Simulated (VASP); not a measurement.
# GaN (Fm-3m) in VASP: single point with LDA

Aim: the single point of GaN with LDA.

Everything below comes from runs of VASP 6.6.1. Logs are shortened: lines on timing, memory, paths and dates and some standing lists are left out, and cuts for length are marked.

## Step 1: The cell of the first run

It takes space group Fm-3m (No. 225, cubic). Conventional cell: a = 4.270 Å, b = 4.270 Å, c = 4.270 Å, α = 90.00°, β = 90.00°, γ = 90.00°. Ga (site symmetry m-3m) has 6 N at 2.14 Å within 2.8 Å. N (site symmetry m-3m) has 6 Ga at 2.14 Å within 2.8 Å.

## Step 2: Single point, LDA

The input, INCAR:

```
SYSTEM = GaN
  PREC = Accurate
  ENCUT = 1330
  EDIFF = 1E-6
  ISMEAR = 0
  SIGMA = 0.01
  LREAL = .False.
  LASPH = .True.
  NELM = 120
  ALGO = Normal
  ISIF = 2
  LWAVE = .False.
  LCHARG = .False.
  GGA = CA
  NBANDS = 16
  GGA_COMPAT = .False.
```

The input, KPOINTS:

```
Automatic mesh
0
Gamma
  14 14 14
  0 0 0
```

The input, POSCAR:

```
GaN
1.0
    0.0000000000      2.1352350000      2.1352350000
    2.1352350000      0.0000000000      2.1352350000
    2.1352350000      2.1352350000      0.0000000000
Ga N
1 1
Direct
    0.0000000000      0.0000000000      0.0000000000
    0.5000000000      0.5000000000      0.5000000000
```

Potentials or basis: VASP PAW LDA potentials, release 64 (Ga_d, N_h).

On the command line:

```bash
cat potpaw_LDA.64/Ga_d/POTCAR potpaw_LDA.64/N_h/POTCAR > POTCAR
mpirun -np 1 vasp_std > vasp.out
```

OUTCAR:

```text
SYSTEM = GaN
   PREC = Accurate
   ENCUT = 1330
   EDIFF = 1E-6
   ISMEAR = 0
   LREAL = .False.
   LASPH = .True.
   NELM = 120
   ISIF = 2
   GGA = CA

 ion  position               nearest neighbor table
   1  0.000  0.000  0.000-   2 2.14   2 2.14   2 2.14   2 2.14   2 2.14   2 2.14
   2  0.500  0.500  0.500-   1 2.14   1 2.14   1 2.14   1 2.14   1 2.14   1 2.14

  LATTYP: Found a face centered cubic cell.
 ALAT       =     4.2704700000

  Lattice vectors:

 A1 = (   0.0000000000,   2.1352350000,   2.1352350000)
 A2 = (   2.1352350000,   0.0000000000,   2.1352350000)
 A3 = (   2.1352350000,   2.1352350000,   0.0000000000)

Analysis of symmetry for initial positions (statically):
=====================================================================
 Subroutine PRICEL returns:
 Original cell was already a primitive cell.

 Routine SETGRP: Setting up the symmetry group for a
 face centered cubic supercell.

 Subroutine GETGRP returns: Found 48 space group operations
 (whereof 48 operations were pure point group operations)
 out of a pool of 48 trial point group operations.

The static configuration has the point symmetry O_h .

Analysis of symmetry for dynamics (positions and initial velocities):
=====================================================================
 Subroutine PRICEL returns:
 Original cell was already a primitive cell.

 Routine SETGRP: Setting up the symmetry group for a
 face centered cubic supercell.

 Subroutine GETGRP returns: Found 48 space group operations
 (whereof 48 operations were pure point group operations)
 out of a pool of 48 trial point group operations.

The dynamic configuration has the point symmetry O_h .

 Subroutine INISYM returns: Found 48 space group operations
 (whereof 48 operations are pure point group operations),
 and found     1 'primitive' translations

----------------------------------------------------------------------------------------

                                     Primitive cell

  volume of cell :      19.4700

  direct lattice vectors                    reciprocal lattice vectors
     0.000000000  2.135235000  2.135235000    -0.234166263  0.234166263  0.234166263
     2.135235000  0.000000000  2.135235000     0.234166263 -0.234166263  0.234166263
     2.135235000  2.135235000  0.000000000     0.234166263  0.234166263 -0.234166263

  length of vectors
     3.019678296  3.019678296  3.019678296     0.405587864  0.405587864  0.405587864

  position of ions in fractional coordinates (direct lattice)
     0.000000000  0.000000000  0.000000000
     0.500000000  0.500000000  0.500000000

  ion indices of the primitive-cell ions
   primitive index   ion index
                 1           1
                 2           2

----------------------------------------------------------------------------------------

 KPOINTS: Automatic mesh

Automatic generation of k-mesh.
 Grid dimensions read from file:
 generate k-points for:   14   14   14

 Generating k-lattice:

  Cartesian coordinates                     Fractional coordinates (reciprocal lattice)
    -0.016726162  0.016726162  0.016726162     0.071428571  0.000000000  0.000000000
     0.016726162 -0.016726162  0.016726162     0.000000000  0.071428571  0.000000000
     0.016726162  0.016726162 -0.016726162     0.000000000  0.000000000  0.071428571

  Length of vectors
     0.028970562  0.028970562  0.028970562

  Shift w.r.t. Gamma in fractional coordinates (k-lattice)
     0.000000000  0.000000000  0.000000000

 Subroutine IBZKPT returns following result:
 ===========================================

 Found    104 irreducible k-points:

 Following reciprocal coordinates:
            Coordinates               Weight
  0.000000  0.000000  0.000000      1.000000
  0.071429  0.000000  0.000000      8.000000
  0.142857  0.000000  0.000000      8.000000
  0.214286  0.000000  0.000000      8.000000
  0.285714  0.000000  0.000000      8.000000
  0.357143  0.000000  0.000000      8.000000
[... 16 lines left out ...]
  0.214286  0.142857  0.000000     24.000000
  0.285714  0.142857  0.000000     24.000000
 [... further k-points ...]
   k-points           NKPTS =    104   k-points in BZ     NKDIM =    104   number of bands    NBANDS=     16
   number of dos      NEDOS =    301   number of ions     NIONS =      2
   total plane-waves  NPLWV =  46656
   dimension x,y,z NGX =    36 NGY =   36 NGZ =   36
   dimension x,y,z NGXF=    72 NGYF=   72 NGZF=   72
   ions per type =               1   1
   NGX,Y,Z   is equivalent  to a cutoff of  19.82, 19.82, 19.82 a.u.
   NGXF,Y,Z  is equivalent  to a cutoff of  39.64, 39.64, 39.64 a.u.
 SYSTEM =  GaN
   PREC   = accura    normal or accurate (medium, high low for compatibility)
   ISTART =      0    job   : 0-new  1-cont  2-samecut
   ICHARG =      2    charge: 1-file 2-atom 10-const
   ISPIN  =      1    spin polarized calculation?
   LNONCOLLINEAR =      F non collinear calculations
   LSORBIT =      F    spin-orbit coupling
   LASPH  =      T    aspherical Exc in radial PAW
   ENCUT  = 1330.0 eV  97.75 Ry    9.89 a.u.   8.98  8.98  8.98*2*pi/ulx,y,z
   NELM   =    120;   NELMIN=  2; NELMDL= -5     # of ELM steps
   EDIFF  = 0.1E-05   stopping-criterion for ELM
   LREAL  =      F    real-space projection
   EDIFFG = 0.1E-04   stopping-criterion for IOM
   NSW    =      0    number of steps for IOM
   IBRION =     -1    ionic relax: 0-MD 1-quasi-New 2-CG
   NFREE  =      0    steps in history (QN), initial steepest desc. (CG)
   ISIF   =      2    stress and relaxation
   ISYM   =      2    0-nonsym 1-usesym 2-fastsym
   POTIM  = 0.5000    time-step for ionic-motion
   TEBEG  =    0.0;   TEEND  =   0.0 temperature during run
   PSTRESS=    0.0 pullay stress
   NELECT =      18.0000    total number of electrons
   NUPDOWN=      -1.0000    fix difference up-down
   EMIN   =  10.00;   EMAX   =-10.00  energy-range for DOS
   EFERMI =   0.00;   METHOD = LEGACY
   ISMEAR =     0;   SIGMA  =   0.01  broadening in eV -4-tet -1-fermi 0-gaus
   EFERMI_NEDOS =   21; number of points for ismear=-14 and -15
   IALGO  =     38    algorithm
   IMIX   =      4    mixing-type and parameters
     AMIX     =   0.40;   BMIX     =  1.00
     AMIX_MAG =   1.60;   BMIX_MAG =  1.00
  volume/ion in A,a.u.               =       9.74        65.70
  Fermi-wavevector in a.u.,A,eV,Ry     =   1.594814  3.013761 34.605481  2.543431
  Thomas-Fermi vector in A             =   2.692830
   LORBIT       =      0    0 simple, 1 ext, 2 COOP (PROOUT), +10 PAW based schemes
   GGA     = CA    functional components
   LHFCALC =     F    Hartree Fock is set to
   AEXX    =    0.0000 exact exchange contribution
   IVDW    =     0    specifies the selected vdW correction
   LEPSILON=     F    determine dielectric tensor
   LRPA    =     F    only Hartree local field effects (RPA)
 non-spin polarized calculation
 Gauss-broadening in eV      SIGMA  =   0.01
  energy-cutoff  :     1330.00
  volume of cell :       19.47
 maximum number of plane-waves:      2168
   NGX = 17   NGY = 17   NGZ = 17

 number of electron      18.0000001 magnetization

 Free energy of the ion-electron system (eV)
  ---------------------------------------------------
  ext. energy  EPLUGINS =         0.00000000
  ---------------------------------------------------
  free energy    TOTEN  =       -13.04134814 eV

  energy without entropy =      -13.04134814  energy(sigma->0) =      -13.04134814

 E-fermi :   7.7749     XC(G=0): -13.3202

 val. band max:        7.6568044741   @ k =  -0.2143   0.1429   0.0000
 cond. band min:       7.8794435392   @ k =   0.5000   0.5000   0.0000
 fundamental gap:      0.2226390652
 Fermi energy:         7.7749208752

 k-point     1 :       0.0000    0.0000    0.0000
  band No.  band energies     occupation
      1      -9.2359      2.00000
      2      -6.4508      2.00000
      3      -6.4508      2.00000
      4      -6.4508      2.00000
      5      -6.3611      2.00000
      6      -6.3611      2.00000
[... 8 lines left out ...]
     15      22.7459      0.00000
     16      22.7459      0.00000

 k-point     2 :       0.0714    0.0000    0.0000
  band No.  band energies     occupation
      1      -9.1377      2.00000
      2      -6.4543      2.00000
      3      -6.4453      2.00000
      4      -6.4453      2.00000
      5      -6.3678      2.00000
      6      -6.3678      2.00000
[... 8 lines left out ...]
     15      22.9885      0.00000
     16      22.9885      0.00000

 k-point     3 :       0.1429    0.0000    0.0000
  band No.  band energies     occupation
      1      -8.8482      2.00000
      2      -6.4635      2.00000
      3      -6.4417      2.00000
      4      -6.4417      2.00000
      5      -6.3743      2.00000
      6      -6.3743      2.00000
[... 8 lines left out ...]
     15      23.5913      0.00000
     16      23.5913      0.00000

 k-point     4 :       0.2143    0.0000    0.0000
  band No.  band energies     occupation
      1      -8.3839      2.00000
      2      -6.4751      2.00000
      3      -6.4682      2.00000
      4      -6.4682      2.00000
      5      -6.3516      2.00000
      6      -6.3516      2.00000
[... 8 lines left out ...]
     15      24.5427      0.00000
     16      24.5427      0.00000
[... 324 lines left out ...]
 k-point    22 :       0.1429    0.1429    0.0000
  band No.  band energies     occupation
      1      -8.7440      2.00000
      2      -6.4821      2.00000
      3      -6.4216      2.00000
      4      -6.4105      2.00000
      5      -6.4105      2.00000
      6      -6.3418      2.00000
[... 8 lines left out ...]
     15      26.3716      0.00000
     16      26.3716      0.00000

 k-point    23 :       0.2143    0.1429    0.0000
  band No.  band energies     occupation
      1      -8.4423      2.00000
      2      -6.4957      2.00000
      3      -6.4381      2.00000
      4      -6.4018      2.00000
      5      -6.3650      2.00000
      6      -6.3263      2.00000
[... 8 lines left out ...]
     15      26.7910      0.00000
     16      27.2104      0.00000

 k-point    24 :       0.2857    0.1429    0.0000
  band No.  band energies     occupation
      1      -8.0264      2.00000
      2      -6.5088      2.00000
      3      -6.4456      2.00000
      4      -6.4220      2.00000
      5      -6.2938      2.00000
      6      -6.2676      2.00000
[... 8 lines left out ...]
     15      26.8843      0.00000
     16      27.9582      0.00000

 [... further k-points ...]
[... 5 lines left out ...]
  --------------------------------------------------------------------------------------
  -------------------------------------------------------------------------------------
  Total       -1.5380594     -1.5380594     -1.5380594      0.0000000      0.0000000      0.0000000
  in kB     -126.5658860   -126.5658860   -126.5658860      0.0000000      0.0000000      0.0000000
  external PRESSURE =    -126.5658860 kB  Pullay stress =       0.0000000 kB

 VOLUME and BASIS-vectors are now :
 -----------------------------------------------------------------------------
  energy-cutoff  :     1330.00
  volume of cell :       19.47
      direct lattice vectors                 reciprocal lattice vectors
     0.000000000  2.135235000  2.135235000    -0.234166263  0.234166263  0.234166263
     2.135235000  0.000000000  2.135235000     0.234166263 -0.234166263  0.234166263
     2.135235000  2.135235000  0.000000000     0.234166263  0.234166263 -0.234166263

 POSITION                                       TOTAL-FORCE (eV/Angst)
 -----------------------------------------------------------------------------------
      0.00000      0.00000      0.00000         0.000000      0.000000      0.000000
      2.13524      2.13524      2.13524        -0.000000     -0.000000     -0.000000
 -----------------------------------------------------------------------------------
    total drift:                                0.000000      0.000000      0.000000

  FREE ENERGIE OF THE ION-ELECTRON SYSTEM (eV)
  ---------------------------------------------------
  free  energy   TOTEN  =       -13.0413481432 eV

  energy  without entropy=      -13.0413481432  energy(sigma->0) =      -13.04134814
```

It took 2.3 min on 1 thread of AMD EPYC 7R43 (Zen 3), shared host; peak memory 0.24 GiB.

What came out:

- Free energy: -13.0413 eV
- Pressure: -12.7 GPa
- Band gap on the k mesh: 0.22 eV (least direct gap 2.45 eV)

Caveat: the cell stands under tension.
